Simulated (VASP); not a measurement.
Input of a VASP 6.6.1 run:

INCAR

```
PREC = Accurate
ENCUT = 600
EDIFF = 1E-8
ISMEAR = 0
SIGMA = 0.01
LREAL = False
LASPH = True
NELM = 60
ALGO = Normal
ISIF = 3
LWAVE = False
LCHARG = False
GGA = CA
NBANDS = 16
IBRION = 6
NFREE = 2
POTIM = 0.015
NSW = 1
```

KPOINTS

```
Automatic mesh
0
Gamma
  10 10 10
```

POSCAR

```
GaN
1.0
    0.0000000000      2.2136478995      2.2136478995
    2.2136478995      0.0000000000      2.2136478995
    2.2136478995      2.2136478995      0.0000000000
Ga N
1 1
Direct
    0.0000000000      0.0000000000      0.0000000000
    0.2500000000      0.2500000000      0.2500000000
```

Potentials or basis: VASP PAW LDA potentials, release 64 (Ga_d, N).

Run with:

```bash
$ cat potpaw_LDA.64/Ga_d/POTCAR potpaw_LDA.64/N/POTCAR > POTCAR
$ mpirun -np 1 vasp_std > vasp.out
```

Task: What does it give for the elastic constants C11, C12, C44?

Result: 301, 175, 164 GPa.

Task: What does it give for the Voigt bulk modulus?

Result: 217 GPa.

Task: Estimate the highest phonon frequency at Γ, LO-TO splitting left out.

Result: 573 cm⁻¹.

Phonon frequencies in cm⁻¹ (negative: imaginary):
| q point | frequencies |
| --- | --- |
| (0.000, 0.000, 0.000) | 0 0 0 573 573 573 |

Caveat: the cell is under stress, which shifts elastic constants.
